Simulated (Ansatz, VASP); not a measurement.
# Two plane-wave programs on Li7Bi

File INCAR:

```
PREC = Accurate
ENCUT = 520
EDIFF = 1E-6
ISMEAR = 0
SIGMA = 0.1
LREAL = False
LASPH = True
NELM = 100
ALGO = Normal
ISIF = 2
LWAVE = False
LCHARG = True
GGA = PE
LELF = True
LVHAR = True
NBANDS = 28
```

KPOINTS

```
Automatic mesh
0
Gamma
  4 4 4
```

The input POSCAR:

```
Li7Bi
1.0
    4.8690302836     -3.3495372241      0.0000000000
    4.8690302836      3.3495372241      0.0000000000
   -4.6315694001      0.0000000000      4.8832334453
Li Bi
7 1
Direct
    0.0130114523      0.4912740762      0.0189352899
    0.4756455204      0.0113354354      0.4790014046
    0.4912740762      0.0130114523      0.0189352899
    0.0113354354      0.4756455204      0.4790014046
    0.9945934735      0.9945934735      0.5074245922
    0.4928804307      0.4928804307      0.9903063906
    0.5412962804      0.5412962804      0.5434434615
    0.9711508233      0.9711508233      0.9642674562
```

Input for Ansatz:

```yaml
crystal:
  lattice:
    - [4.8690302836, -3.3495372241, 0.0]
    - [4.8690302836, 3.3495372241, 0.0]
    - [-4.6315694001, 0.0, 4.8832334453]
  atoms:
    - { symbol: Li, position: [0.0130114523, 0.4912740762, 0.0189352899] }
    - { symbol: Li, position: [0.4756455204, 0.0113354354, 0.4790014046] }
    - { symbol: Li, position: [0.4912740762, 0.0130114523, 0.0189352899] }
    - { symbol: Li, position: [0.0113354354, 0.4756455204, 0.4790014046] }
    - { symbol: Li, position: [0.9945934735, 0.9945934735, 0.5074245922] }
    - { symbol: Li, position: [0.4928804307, 0.4928804307, 0.9903063906] }
    - { symbol: Li, position: [0.5412962804, 0.5412962804, 0.5434434615] }
    - { symbol: Bi, position: [0.9711508233, 0.9711508233, 0.9642674562] }
basis:
  ecutwfc: 420
kpoints:
  mp_grid: { grid: [4, 4, 4] }
hamiltonian:
  xc: pbe
scf:
  occupations: { method: gaussian, width: 0.1 }
  lower_state_search: "off"
output:
  forces: true
  stress: true
  eigenvalues: true
```

Change from the starting cell: the structure that the rattled cell fell into.

Alike in both runs: task single point; functional PBE; k mesh 4 × 4 × 4; occupations gaussian, width 0.1 eV; no spin polarisation.

|  | VASP | Ansatz |
| --- | --- | --- |
| version | VASP 6.6.1 | Ansatz 0.2.0 |
| potentials or method | VASP PAW PBE potentials, release 64 (Li_sv, Bi_d), cutoff 520 eV | scalar-relativistic, plane waves, PAW |
| valence electrons in the cell | 36 | 36 |

|  | VASP | Ansatz | Ansatz less VASP |
| --- | --- | --- | --- |
| gap on the k mesh at the Fermi level (eV) | none | none | - |
| rms of the force components (eV/Å) | 0.009 | 0.009 | -0.0002 |

Atom by atom the forces differ by 0.001 eV/Å (rms over components). A gap of «none» marks a metal or a gap that the smearing closes.

Spin-orbit coupling is off throughout. Noted on VASP's run: the cutoff is short for stress, so the pressure is rough.
